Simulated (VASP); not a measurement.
# MgSe (Fm-3m) in VASP: notebook

Runs on MgSe. Level: LDA. Tasks: single point.

Everything below comes from runs of VASP 6.6.1. Logs are shortened: lines on timing, memory, paths and dates and some standing lists are left out, and cuts for length are marked.

**1. The cell of the first run**

The structure is cubic, space group Fm-3m (No. 225). Conventional cell: a = 5.451 Å, b = 5.451 Å, c = 5.451 Å, α = 90.00°, β = 90.00°, γ = 90.00°. Mg (site symmetry m-3m) has 6 Se at 2.73 Å within 3.6 Å. Within 3.6 Å of Se (site symmetry m-3m) lie 6 Mg at 2.73 Å.

**2. Single point, LDA**

INCAR

```
SYSTEM = MgSe
ALGO = Normal
EDIFF = 1E-6
ENCUT = 600
GGA = CA
GGA_COMPAT = .False.
ISIF = 2
ISMEAR = 0
LASPH = .True.
LCHARG = .False.
LREAL = .False.
LWAVE = .False.
NBANDS = 11
NELM = 120
PREC = Accurate
SIGMA = 0.01
```

KPOINTS

```
k-points
0
Gamma
  8 8 8
  0 0 0
```

POSCAR

```
MgSe
1.0
    0.0000000000      2.7255000000      2.7255000000
    2.7255000000      0.0000000000      2.7255000000
    2.7255000000      2.7255000000      0.0000000000
Mg Se
1 1
Direct
    0.0000000000      0.0000000000      0.0000000000
    0.5000000000      0.5000000000      0.5000000000
```

Potentials or basis: VASP PAW LDA potentials, release 64 (Mg, Se).

Launch:

```sh
cat potpaw_LDA.64/Mg/POTCAR potpaw_LDA.64/Se/POTCAR > POTCAR
mpirun -np 1 vasp_std > vasp.out
```

OUTCAR:

```text
SYSTEM = MgSe
   EDIFF = 1E-6
   ENCUT = 600
   GGA = CA
   ISIF = 2
   ISMEAR = 0
   LASPH = .True.
   LREAL = .False.
   NELM = 120
   PREC = Accurate

 ion  position               nearest neighbor table
   1  0.000  0.000  0.000-   2 2.73   2 2.73   2 2.73   2 2.73   2 2.73   2 2.73
   2  0.500  0.500  0.500-   1 2.73   1 2.73   1 2.73   1 2.73   1 2.73   1 2.73

  LATTYP: Found a face centered cubic cell.
 ALAT       =     5.4510000000

  Lattice vectors:

 A1 = (   0.0000000000,   2.7255000000,   2.7255000000)
 A2 = (   2.7255000000,   0.0000000000,   2.7255000000)
 A3 = (   2.7255000000,   2.7255000000,   0.0000000000)

Analysis of symmetry for initial positions (statically):
=====================================================================
 Subroutine PRICEL returns:
 Original cell was already a primitive cell.

 Routine SETGRP: Setting up the symmetry group for a
 face centered cubic supercell.

 Subroutine GETGRP returns: Found 48 space group operations
 (whereof 48 operations were pure point group operations)
 out of a pool of 48 trial point group operations.

The static configuration has the point symmetry O_h .

Analysis of symmetry for dynamics (positions and initial velocities):
=====================================================================
 Subroutine PRICEL returns:
 Original cell was already a primitive cell.

 Routine SETGRP: Setting up the symmetry group for a
 face centered cubic supercell.

 Subroutine GETGRP returns: Found 48 space group operations
 (whereof 48 operations were pure point group operations)
 out of a pool of 48 trial point group operations.

The dynamic configuration has the point symmetry O_h .

 Subroutine INISYM returns: Found 48 space group operations
 (whereof 48 operations are pure point group operations),
 and found     1 'primitive' translations

----------------------------------------------------------------------------------------

                                     Primitive cell

  volume of cell :      40.4919

  direct lattice vectors                    reciprocal lattice vectors
     0.000000000  2.725500000  2.725500000    -0.183452578  0.183452578  0.183452578
     2.725500000  0.000000000  2.725500000     0.183452578 -0.183452578  0.183452578
     2.725500000  2.725500000  0.000000000     0.183452578  0.183452578 -0.183452578

  length of vectors
     3.854439064  3.854439064  3.854439064     0.317749185  0.317749185  0.317749185

  position of ions in fractional coordinates (direct lattice)
     0.000000000  0.000000000  0.000000000
     0.500000000  0.500000000  0.500000000

  ion indices of the primitive-cell ions
   primitive index   ion index
                 1           1
                 2           2

----------------------------------------------------------------------------------------

 KPOINTS: k-points

Automatic generation of k-mesh.
 Grid dimensions read from file:
 generate k-points for:    8    8    8

 Generating k-lattice:

  Cartesian coordinates                     Fractional coordinates (reciprocal lattice)
    -0.022931572  0.022931572  0.022931572     0.125000000  0.000000000  0.000000000
     0.022931572 -0.022931572  0.022931572     0.000000000  0.125000000  0.000000000
     0.022931572  0.022931572 -0.022931572     0.000000000  0.000000000  0.125000000

  Length of vectors
     0.039718648  0.039718648  0.039718648

  Shift w.r.t. Gamma in fractional coordinates (k-lattice)
     0.000000000  0.000000000  0.000000000

 Subroutine IBZKPT returns following result:
 ===========================================

 Found     29 irreducible k-points:

 Following reciprocal coordinates:
            Coordinates               Weight
  0.000000  0.000000  0.000000      1.000000
  0.125000  0.000000  0.000000      8.000000
  0.250000  0.000000  0.000000      8.000000
  0.375000  0.000000  0.000000      8.000000
  0.500000  0.000000  0.000000      4.000000
  0.125000  0.125000  0.000000      6.000000
[... 16 lines left out ...]
  0.500000  0.250000  0.125000     48.000000
 -0.375000  0.250000  0.125000     24.000000
 [... further k-points ...]
   k-points           NKPTS =     29   k-points in BZ     NKDIM =     29   number of bands    NBANDS=     11
   number of dos      NEDOS =    301   number of ions     NIONS =      2
   total plane-waves  NPLWV =  32768
   dimension x,y,z NGX =    32 NGY =   32 NGZ =   32
   dimension x,y,z NGXF=    64 NGYF=   64 NGZF=   64
   ions per type =               1   1
   NGX,Y,Z   is equivalent  to a cutoff of  13.80, 13.80, 13.80 a.u.
   NGXF,Y,Z  is equivalent  to a cutoff of  27.60, 27.60, 27.60 a.u.
 SYSTEM =  MgSe
   PREC   = accura    normal or accurate (medium, high low for compatibility)
   ISTART =      0    job   : 0-new  1-cont  2-samecut
   ICHARG =      2    charge: 1-file 2-atom 10-const
   ISPIN  =      1    spin polarized calculation?
   LNONCOLLINEAR =      F non collinear calculations
   LSORBIT =      F    spin-orbit coupling
   LASPH  =      T    aspherical Exc in radial PAW
   ENCUT  =  600.0 eV  44.10 Ry    6.64 a.u.   7.70  7.70  7.70*2*pi/ulx,y,z
   NELM   =    120;   NELMIN=  2; NELMDL= -5     # of ELM steps
   EDIFF  = 0.1E-05   stopping-criterion for ELM
   LREAL  =      F    real-space projection
   EDIFFG = 0.1E-04   stopping-criterion for IOM
   NSW    =      0    number of steps for IOM
   IBRION =     -1    ionic relax: 0-MD 1-quasi-New 2-CG
   NFREE  =      0    steps in history (QN), initial steepest desc. (CG)
   ISIF   =      2    stress and relaxation
   ISYM   =      2    0-nonsym 1-usesym 2-fastsym
   POTIM  = 0.5000    time-step for ionic-motion
   TEBEG  =    0.0;   TEEND  =   0.0 temperature during run
   PSTRESS=    0.0 pullay stress
   NELECT =       8.0000    total number of electrons
   NUPDOWN=      -1.0000    fix difference up-down
   EMIN   =  10.00;   EMAX   =-10.00  energy-range for DOS
   EFERMI =   0.00;   METHOD = LEGACY
   ISMEAR =     0;   SIGMA  =   0.01  broadening in eV -4-tet -1-fermi 0-gaus
   EFERMI_NEDOS =   21; number of points for ismear=-14 and -15
   IALGO  =     38    algorithm
   IMIX   =      4    mixing-type and parameters
     AMIX     =   0.40;   BMIX     =  1.00
     AMIX_MAG =   1.60;   BMIX_MAG =  1.00
  volume/ion in A,a.u.               =      20.25       136.63
  Fermi-wavevector in a.u.,A,eV,Ry     =   0.953488  1.801831 12.369596  0.909140
  Thomas-Fermi vector in A             =   2.082148
   LORBIT       =      0    0 simple, 1 ext, 2 COOP (PROOUT), +10 PAW based schemes
   GGA     = CA    functional components
   LHFCALC =     F    Hartree Fock is set to
   AEXX    =    0.0000 exact exchange contribution
   IVDW    =     0    specifies the selected vdW correction
   LEPSILON=     F    determine dielectric tensor
   LRPA    =     F    only Hartree local field effects (RPA)
 non-spin polarized calculation
 Gauss-broadening in eV      SIGMA  =   0.01
  energy-cutoff  :      600.00
  volume of cell :       40.49
 maximum number of plane-waves:      1365
   NGX = 15   NGY = 15   NGZ = 15

 number of electron       8.0000001 magnetization

 Free energy of the ion-electron system (eV)
  ---------------------------------------------------
  ext. energy  EPLUGINS =         0.00000000
  ---------------------------------------------------
  free energy    TOTEN  =        -8.58992934 eV

  energy without entropy =       -8.58992934  energy(sigma->0) =       -8.58992934

 E-fermi :   3.2875     XC(G=0):  -9.7506

 val. band max:        3.1690530146   @ k =   0.0000   0.0000   0.0000
 cond. band min:       4.8175645638   @ k =   0.5000   0.5000   0.0000
 fundamental gap:      1.6485115492
 Fermi energy:         3.2874519563

 k-point     1 :       0.0000    0.0000    0.0000
  band No.  band energies     occupation
      1      -9.7997      2.00000
      2       3.1691      2.00000
      3       3.1691      2.00000
      4       3.1691      2.00000
      5       5.5685      0.00000
      6      10.5293      0.00000
      7      10.5293      0.00000
      8      10.5293      0.00000
      9      13.1081      0.00000
     10      13.1081      0.00000
     11      14.0513      0.00000

 k-point     2 :       0.1250    0.0000    0.0000
  band No.  band energies     occupation
      1      -9.6668      2.00000
      2       1.9179      2.00000
      3       3.0682      2.00000
      4       3.0682      2.00000
      5       6.5634      0.00000
      6      10.2040      0.00000
      7      10.7487      0.00000
      8      10.7487      0.00000
      9      12.0451      0.00000
     10      12.0451      0.00000
     11      13.7466      0.00000

 k-point     3 :       0.2500    0.0000    0.0000
  band No.  band energies     occupation
      1      -9.3103      2.00000
      2       0.1131      2.00000
      3       2.8501      2.00000
      4       2.8501      2.00000
      5       7.1515      0.00000
      6      10.1473      0.00000
      7      10.1473      0.00000
      8      10.8264      0.00000
      9      12.6819      0.00000
     10      12.6819      0.00000
     11      12.9926      0.00000

 k-point     4 :       0.3750    0.0000    0.0000
  band No.  band energies     occupation
      1      -8.8840      2.00000
      2      -1.2814      2.00000
      3       2.6601      2.00000
      4       2.6601      2.00000
      5       6.9839      0.00000
      6       9.4218      0.00000
      7       9.4218      0.00000
      8      11.6732      0.00000
      9      13.3611      0.00000
     10      14.6115      0.00000
     11      14.6115      0.00000
[... 239 lines left out ...]
 k-point    22 :       0.3750    0.2500    0.1250
  band No.  band energies     occupation
      1      -9.0332      2.00000
      2      -0.1409      2.00000
      3       1.6156      2.00000
      4       2.4629      2.00000
      5       7.8954      0.00000
      6       9.1385      0.00000
      7       9.3407      0.00000
      8      11.4720      0.00000
      9      12.6315      0.00000
     10      15.5568      0.00000
     11      15.9041      0.00000

 k-point    23 :       0.5000    0.2500    0.1250
  band No.  band energies     occupation
      1      -8.6757      2.00000
      2      -0.9387      2.00000
      3       1.0662      2.00000
      4       2.1219      2.00000
      5       7.8062      0.00000
      6       8.7724      0.00000
      7      10.3207      0.00000
      8      11.3717      0.00000
      9      13.9448      0.00000
     10      15.7238      0.00000
     11      16.4851      0.00000

 k-point    24 :      -0.3750    0.2500    0.1250
  band No.  band energies     occupation
      1      -8.5081      2.00000
      2      -1.3012      2.00000
      3       0.9227      2.00000
      4       1.9434      2.00000
      5       7.7889      0.00000
      6       8.4819      0.00000
      7      10.8265      0.00000
      8      12.1547      0.00000
      9      14.1274      0.00000
     10      14.7326      0.00000
     11      17.1561      0.00000

 [... further k-points ...]

------------------------ aborting loop because EDIFF is reached ----------------------------------------

  FORCE on cell =-STRESS in cart. coord.  units (eV):
  Direction    XX          YY          ZZ          XY          YZ          ZX
  --------------------------------------------------------------------------------------
  -------------------------------------------------------------------------------------
  Total       -0.6135157     -0.6135157     -0.6135157      0.0000000      0.0000000     -0.0000000
  in kB      -24.2754740    -24.2754740    -24.2754740      0.0000000      0.0000000     -0.0000000
  external PRESSURE =     -24.2754740 kB  Pullay stress =       0.0000000 kB

 VOLUME and BASIS-vectors are now :
 -----------------------------------------------------------------------------
  energy-cutoff  :      600.00
  volume of cell :       40.49
      direct lattice vectors                 reciprocal lattice vectors
     0.000000000  2.725500000  2.725500000    -0.183452578  0.183452578  0.183452578
     2.725500000  0.000000000  2.725500000     0.183452578 -0.183452578  0.183452578
     2.725500000  2.725500000  0.000000000     0.183452578  0.183452578 -0.183452578

 POSITION                                       TOTAL-FORCE (eV/Angst)
 -----------------------------------------------------------------------------------
      0.00000      0.00000      0.00000        -0.000000      0.000000      0.000000
      2.72550      2.72550      2.72550         0.000000     -0.000000     -0.000000
 -----------------------------------------------------------------------------------
    total drift:                               -0.000000     -0.000000      0.000000

  FREE ENERGIE OF THE ION-ELECTRON SYSTEM (eV)
  ---------------------------------------------------
  free  energy   TOTEN  =        -8.5899293422 eV

  energy  without entropy=       -8.5899293422  energy(sigma->0) =       -8.58992934
```

Wall time 27 s (1 thread of AMD EPYC 7R13, shared host); peak memory 0.13 GiB.

Results:

| Property | Result |
| --- | --- |
| Free energy | -8.5899 eV |
| Pressure | -2.4 GPa |
| Band gap on the k mesh | 1.65 eV (least direct gap 2.40 eV) |

Levels at points of the mesh, in eV from the valence-band top:
| k point | band 1 | band 2 | band 3 | band 4 | band 5 | band 6 | band 7 | band 8 |
| --- | --- | --- | --- | --- | --- | --- | --- | --- |
| (0.00, 0.00, 0.00) | -12.97 | 0.00 | 0.00 | 0.00 | 2.40 | 7.36 | 7.36 | 7.36 |
| (0.50, 0.00, 0.00) | -11.85 | -4.99 | -0.58 | -0.58 | 3.71 | 6.00 | 6.00 | 8.42 |
| (0.50, 0.50, 0.00) | -11.53 | -4.29 | -1.80 | -1.80 | 1.65 | 3.89 | 11.59 | 11.98 |

(Continued in part 2 of 2.)
